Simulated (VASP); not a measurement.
# Si2Mo (I4/mmm) in VASP: a series of runs, part 2 of 2

VASP 6.6.1.

**3. Single point, PBE**

This run uses another cell than the first one, of 12.88 Å³/atom, 1.042 times its volume.

File INCAR:

```
SYSTEM = Si2Mo
PREC = Accurate ; ENCUT = 520
EDIFF = 1E-6 ; ISMEAR = -1
SIGMA = 0.05 ; LREAL = .FALSE.
LASPH = .TRUE. ; NELM = 60
ALGO = Normal ; ISIF = 2
LWAVE = .FALSE. ; LCHARG = .FALSE.
GGA = PE ; NBANDS = 18
```

File KPOINTS:

```
Automatic mesh
0
G
  10 10 10
  0 0 0
```

File POSCAR:

```
Si2Mo
1.0
   -1.5680000000      1.5680000000      3.9305000000
    1.5680000000     -1.5680000000      3.9305000000
    1.5680000000      1.5680000000     -3.9305000000
Mo Si
1 2
Direct
    0.0000000000      0.0000000000      0.0000000000
    0.6670000000      0.6670000000      0.0000000000
    0.3330000000      0.3330000000      0.0000000000
```

Potentials or basis: VASP PAW PBE potentials, release 64 (Mo_sv, Si).

Launch:

```sh
$ cat potpaw_PBE.64/Mo_sv/POTCAR potpaw_PBE.64/Si/POTCAR > POTCAR
$ mpirun -np 1 vasp_std > vasp.out
```

OUTCAR:

```text
SYSTEM = Si2Mo
   PREC = Accurate
   ENCUT = 520
   EDIFF = 1E-6
   ISMEAR = -1
   LREAL = .FALSE.
   LASPH = .TRUE.
   NELM = 60
   ISIF = 2
   GGA = PE

 ion  position               nearest neighbor table
   1  0.000  0.000  0.000-   2 2.58   3 2.58   2 2.58   3 2.58   2 2.58   3 2.58   3 2.58   2 2.58
                             2 2.62   3 2.62
   2  0.667  0.667  0.000-   3 2.57   3 2.57   3 2.57   3 2.57   1 2.58   1 2.58   1 2.58   1 2.58
                             1 2.62   3 2.63
   3  0.333  0.333  0.000-   2 2.57   2 2.57   2 2.57   2 2.57   1 2.58   1 2.58   1 2.58   1 2.58
                             1 2.62   2 2.63

[... 695 lines left out ...]
     18      22.0030      0.00000

 [... further k-points ...]
[... 5 lines left out ...]
  --------------------------------------------------------------------------------------
  -------------------------------------------------------------------------------------
  Total        3.5026167      3.5026167      1.4641378      0.0000000     -0.0000000      0.0000000
  in kB      145.1788283    145.1788283     60.6865733      0.0000000     -0.0000000      0.0000000
  external PRESSURE =     117.0147433 kB  Pullay stress =       0.0000000 kB

 VOLUME and BASIS-vectors are now :
 -----------------------------------------------------------------------------
  energy-cutoff  :      520.00
  volume of cell :       38.65
      direct lattice vectors                 reciprocal lattice vectors
    -1.568000000  1.568000000  3.930500000     0.000000000  0.318877551  0.127210279
     1.568000000 -1.568000000  3.930500000     0.318877551  0.000000000  0.127210279
     1.568000000  1.568000000 -3.930500000     0.318877551  0.318877551  0.000000000

 POSITION                                       TOTAL-FORCE (eV/Angst)
 -----------------------------------------------------------------------------------
      0.00000      0.00000      0.00000         0.000000      0.000000     -0.000000
      0.00000      0.00000      5.24329         0.000000      0.000000     -0.202833
      0.00000      0.00000      2.61771        -0.000000     -0.000000      0.202833
 -----------------------------------------------------------------------------------
    total drift:                                0.000000      0.000000     -0.000000

  FREE ENERGIE OF THE ION-ELECTRON SYSTEM (eV)
  ---------------------------------------------------
  free  energy   TOTEN  =       -23.1676210084 eV

  energy  without entropy=      -23.1639513338  energy(sigma->0) =      -23.16578617
```

stdout:

```text
POSCAR found type information on POSCAR MoSi
 POSCAR found :  2 types and       3 ions
 scaLAPACK will be used
 LDA part: xc-table for (Slater+PW92), standard interpolation
 POSCAR, INCAR and KPOINTS ok, starting setup
 FFT: planning ... GRIDC
 FFT: planning ... GRID_SOFT
 FFT: planning ... GRID
 WAVECAR not read
 entering main loop
```

It took 79 s on 1 thread of Intel Xeon 6975P-C (Granite Rapids), shared host; peak memory 0.22 GiB.

What came out:

```yaml
Free_energy: -23.1676 eV
Pressure: 11.7 GPa
Largest_force: 0.203 eV/Å
Band_gap_on_the_k_mesh: zero (band 11 reaches 13.52 eV, above the bottom of band 12 at 12.51 eV)
```

Forces on the atoms (eV/Å):
```
Mo   0.000  0.000  0.000
Si   0.000  0.000 -0.203
Si   0.000  0.000  0.203
```

Stress tensor (GPa, compression positive):
```
14.52  0.00  0.00
 0.00 14.52  0.00
 0.00  0.00  6.07
```

**4. Single point, PBE**

This run uses another cell than the first one, of 13.15 Å³/atom, 1.063 times its volume.

File INCAR:

```
  PREC = Accurate
  ENCUT = 520
  EDIFF = 1E-6
  ISMEAR = -1
  SIGMA = 0.05
  LREAL = False
  LASPH = True
  NELM = 80
  ALGO = Normal
  ISIF = 2
  LWAVE = False
  LCHARG = True
  GGA = PE
  LELF = True
  LVHAR = True
  NBANDS = 18
```

File KPOINTS:

```
regular mesh
0
Gamma
  10 10 10
```

File POSCAR:

```
Si2Mo
1.0
   -1.5840000000      1.5840000000      3.9305000000
    1.5840000000     -1.5840000000      3.9305000000
    1.5840000000      1.5840000000     -3.9305000000
Mo Si
1 2
Direct
    0.0000000000      0.0000000000      0.0000000000
    0.6670000000      0.6670000000      0.0000000000
    0.3330000000      0.3330000000      0.0000000000
```

Potentials or basis: VASP PAW PBE potentials, release 64 (Mo_sv, Si).

Launch:

```sh
$ cat potpaw_PBE.64/Mo_sv/POTCAR potpaw_PBE.64/Si/POTCAR > POTCAR
$ mpirun -np 1 vasp_std > vasp.out
```

OUTCAR:

```text
PREC = Accurate
   ENCUT = 520
   EDIFF = 1E-6
   ISMEAR = -1
   LREAL = False
   LASPH = True
   NELM = 80
   ISIF = 2
   GGA = PE

 ion  position               nearest neighbor table
   1  0.000  0.000  0.000-   2 2.60   3 2.60   2 2.60   3 2.60   2 2.60   3 2.60   3 2.60   2 2.60
                             2 2.62   3 2.62
   2  0.667  0.667  0.000-   3 2.59   3 2.59   3 2.59   3 2.59   1 2.60   1 2.60   1 2.60   1 2.60
                             1 2.62   3 2.63
   3  0.333  0.333  0.000-   2 2.59   2 2.59   2 2.59   2 2.59   1 2.60   1 2.60   1 2.60   1 2.60
                             1 2.62   2 2.63

[... 696 lines left out ...]

 [... further k-points ...]
[... 5 lines left out ...]
  --------------------------------------------------------------------------------------
  -------------------------------------------------------------------------------------
  Total        2.0724863      2.0724863      0.8963604      0.0000000     -0.0000000      0.0000000
  in kB       84.1751884     84.1751884     36.4061795      0.0000000     -0.0000000      0.0000000
  external PRESSURE =      68.2521854 kB  Pullay stress =       0.0000000 kB

 VOLUME and BASIS-vectors are now :
 -----------------------------------------------------------------------------
  energy-cutoff  :      520.00
  volume of cell :       39.45
      direct lattice vectors                 reciprocal lattice vectors
    -1.584000000  1.584000000  3.930500000     0.000000000  0.315656566  0.127210279
     1.584000000 -1.584000000  3.930500000     0.315656566  0.000000000  0.127210279
     1.584000000  1.584000000 -3.930500000     0.315656566  0.315656566  0.000000000

 POSITION                                       TOTAL-FORCE (eV/Angst)
 -----------------------------------------------------------------------------------
      0.00000      0.00000      0.00000        -0.000000     -0.000000     -0.000000
      0.00000      0.00000      5.24329         0.000000      0.000000     -0.252821
      0.00000      0.00000      2.61771         0.000000      0.000000      0.252821
 -----------------------------------------------------------------------------------
    total drift:                                0.000000      0.000000     -0.000000

  FREE ENERGIE OF THE ION-ELECTRON SYSTEM (eV)
  ---------------------------------------------------
  free  energy   TOTEN  =       -23.2242772653 eV

  energy  without entropy=      -23.2207652592  energy(sigma->0) =      -23.22252126
```

Run time: 55 s. Hardware: 1 thread of Intel Xeon 6975P-C (Granite Rapids), shared host; peak memory 0.23 GiB.

What came out:

| Item | Value |
| --- | --- |
| Free energy | -23.2243 eV |
| Pressure | 6.8 GPa |
| Largest force | 0.253 eV/Å |
| Band gap on the k mesh | zero (band 11 reaches 13.14 eV, above the bottom of band 12 at 12.12 eV) |

Forces in eV/Å, atoms in the order of the input:
```
Mo   0.000  0.000  0.000
Si   0.000  0.000 -0.253
Si   0.000  0.000  0.253
```

Stress tensor (GPa, compression positive):
```
8.42 0.00 0.00
0.00 8.42 0.00
0.00 0.00 3.64
```

**5. Single point, PBE**

This run uses another cell than the first one, of 13.42 Å³/atom, 1.085 times its volume.

File INCAR:

```
PREC     = Accurate       # precision mode
ENCUT    = 520            # plane-wave cutoff, eV
EDIFF    = 1E-6           # SCF threshold, eV
ISMEAR   = -1             # smearing method
SIGMA    = 0.05           # smearing width, eV
LREAL    = F              # projectors in reciprocal space
LASPH    = T              # aspherical terms in the spheres
NELM     = 100            # most SCF steps
ALGO     = Normal         # electronic algorithm
ISIF     = 2              # what is computed and relaxed
LWAVE    = F              # write WAVECAR
LCHARG   = T              # write CHGCAR
GGA      = PE             # functional
LELF     = T              # ELF
LVHAR    = T            
NBANDS   = 18             # bands
```

KPOINTS is that of step 4.

File POSCAR:

```
Si2Mo
1.0
   -1.6000000000      1.6000000000      3.9305000000
    1.6000000000     -1.6000000000      3.9305000000
    1.6000000000      1.6000000000     -3.9305000000
Mo Si
1 2
Direct
    0.0000000000      0.0000000000      0.0000000000
    0.6670000000      0.6670000000      0.0000000000
    0.3330000000      0.3330000000      0.0000000000
```

Launch:

```sh
$ cat potpaw_PBE.64/Mo_sv/POTCAR potpaw_PBE.64/Si/POTCAR > POTCAR
$ mpirun -np 1 vasp_std > vasp.out
```

Wall time 61 s (1 thread of Intel Xeon 6975P-C (Granite Rapids), shared host); peak memory 0.23 GiB.

It converged, with:

```yaml
Free_energy: -23.2524 eV
Pressure: 2.4 GPa
Largest_force: 0.294 eV/Å
Band_gap_on_the_k_mesh: zero (band 11 reaches 12.77 eV, above the bottom of band 12 at 11.74 eV)
```

Forces on the atoms (eV/Å):
```
Mo   0.000  0.000  0.000
Si   0.000  0.000 -0.294
Si   0.000  0.000  0.294
```

Stress tensor (GPa, compression positive):
```
2.87 0.00 0.00
0.00 2.87 0.00
0.00 0.00 1.53
```

Levels at points of the mesh, in eV from the Fermi level:
```csv
k point,band 9,band 10,band 11,band 12,band 13,band 14
"(0.00, 0.00, 0.00)",-2.63,-2.63,0.44,3.10,3.13,3.66
"(0.50, 0.00, 0.00)",-2.59,-2.48,-0.49,2.29,3.04,4.06
"(0.50, 0.50, 0.00)",-4.47,-3.04,-1.11,2.35,2.74,3.03
"(0.50, 0.50, 0.50)",-0.56,-0.56,-0.50,-0.50,0.58,4.64
```

**6. Single point, PBE**

This run uses another cell than the first one, of 13.69 Å³/atom, 1.107 times its volume.

File INCAR:

```
SYSTEM = Si2Mo
  PREC = Accurate
  ENCUT = 520
  EDIFF = 1E-7
  ISMEAR = -1
  SIGMA = 0.05
  LREAL = .FALSE.
  LASPH = .TRUE.
  NELM = 100
  ALGO = Normal
  ISIF = 2
  LWAVE = .FALSE.
  LCHARG = .FALSE.
  GGA = PE
  NBANDS = 18
```

File KPOINTS:

```
Automatic mesh
0
G
  10 10 10
  0 0 0
```

File POSCAR:

```
Si2Mo
1.0
   -1.6160000000      1.6160000000      3.9305000000
    1.6160000000     -1.6160000000      3.9305000000
    1.6160000000      1.6160000000     -3.9305000000
Mo Si
1 2
Direct
    0.0000000000      0.0000000000      0.0000000000
    0.6670000000      0.6670000000      0.0000000000
    0.3330000000      0.3330000000      0.0000000000
```

Potentials or basis: VASP PAW PBE potentials, release 64 (Mo_sv, Si).

Launch:

```sh
$ cat potpaw_PBE.64/Mo_sv/POTCAR potpaw_PBE.64/Si/POTCAR > POTCAR
$ mpirun -np 1 vasp_std > vasp.out
```

Wall time 66 s (1 thread of Intel Xeon 6975P-C (Granite Rapids), shared host); peak memory 0.24 GiB.

Results (log left out):

* Free energy: -23.2541 eV
* Pressure: -1.6 GPa
* Largest force: 0.328 eV/Å
* Band gap on the k mesh: zero (band 11 reaches 12.42 eV, above the bottom of band 12 at 11.41 eV)

Forces on the atoms (eV/Å):
```
Mo   0.000  0.000  0.000
Si   0.000  0.000 -0.328
Si   0.000  0.000  0.328
```

Stress tensor (GPa, compression positive):
```
-2.18  0.00  0.00
 0.00 -2.18  0.00
 0.00  0.00 -0.33
```

Levels at points of the mesh, in eV from the Fermi level:
| k point | band 7 | band 8 | band 9 | band 10 | band 11 | band 12 | band 13 | band 14 | band 15 | band 16 |
| --- | --- | --- | --- | --- | --- | --- | --- | --- | --- | --- |
| (0.00, 0.00, 0.00) | -3.32 | -2.86 | -2.60 | -2.60 | 0.41 | 2.94 | 3.22 | 3.56 | 3.56 | 4.06 |
| (0.50, 0.00, 0.00) | -4.75 | -4.35 | -2.48 | -2.45 | -0.47 | 2.21 | 2.97 | 3.97 | 4.33 | 5.43 |
| (0.50, 0.50, 0.00) | -5.58 | -5.24 | -4.39 | -2.88 | -1.10 | 2.26 | 2.68 | 3.07 | 3.33 | 4.87 |
| (0.50, 0.50, 0.50) | -3.34 | -2.20 | -0.55 | -0.55 | -0.51 | -0.51 | 0.54 | 4.75 | 5.01 | 5.97 |

**7. Summary**

| cell | gap on the mesh (eV) | pressure (GPa) | largest force (eV/Å) |
| --- | --- | --- | --- |
| a = 4.491 Å, angles 140.0, 140.0, 57.9°, 3 atoms | none | 23.0 | 0.08 |
| a = 4.513 Å, angles 139.3, 139.3, 58.9°, 3 atoms | none | 11.7 | 0.20 |
| a = 4.524 Å, angles 139.0, 139.0, 59.4°, 3 atoms | none | 6.8 | 0.25 |
| a = 4.535 Å, angles 138.7, 138.7, 59.9°, 3 atoms | none | 2.4 | 0.29 |
| a = 4.547 Å, angles 138.4, 138.4, 60.4°, 3 atoms | none | -1.6 | 0.33 |

Alike in all rows: task single point; level PBE; potentials or basis VASP PAW PBE potentials, release 64 (Mo_sv, Si); no spin polarisation; k mesh 10 × 10 × 10; cutoff (eV) 520; smearing fermi-dirac 0.05 eV.

Total energies depend on the potentials used, so only differences within one code and one set of settings carry meaning.
